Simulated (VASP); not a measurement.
**GaN: single point with r2SCAN**

Crystal: GaN.

```
Ga N
1.0
     0.00000    2.25350    2.25350
     2.25350    0.00000    2.25350
     2.25350    2.25350    0.00000
Ga N
1 1
Direct
  0.00000 0.00000 0.00000
  0.75000 0.75000 0.75000
```

```json
{
  "Program": "VASP 6.6.1",
  "Task": "single point",
  "Functional": "r2SCAN",
  "Potentials or basis": "VASP PAW PBE potentials, release 64 (Ga_d, N)",
  "Cutoff": "520 eV",
  "k mesh": "8 × 8 × 8",
  "Occupations": "gaussian, width 0.01 eV",
  "Spin": "no spin polarisation"
}
```

```
Pressure               : -0.1 GPa
Band gap on the k mesh : 2.12 eV, direct
```

Levels at points of the mesh, in eV from the valence-band top:
| k point | band 7 | band 8 | band 9 | band 10 | band 11 | band 12 |
| --- | --- | --- | --- | --- | --- | --- |
| (0.00, 0.00, 0.00) | 0.00 | 0.00 | 0.00 | 2.12 | 11.00 | 11.00 |
| (0.50, 0.00, 0.00) | -7.16 | -1.00 | -1.00 | 5.16 | 9.44 | 11.00 |
| (0.50, 0.50, 0.00) | -6.22 | -2.78 | -2.78 | 3.77 | 7.24 | 12.58 |

It took 41 s on 1 thread of Intel Xeon 6455B, with other jobs on the host, peak memory 0.15 GiB.

Caveat: the PAW data sets were made with another functional, which shifts forces and pressure a little. r2SCAN opens gaps a little over a GGA but as a rule still falls short of measured ones.
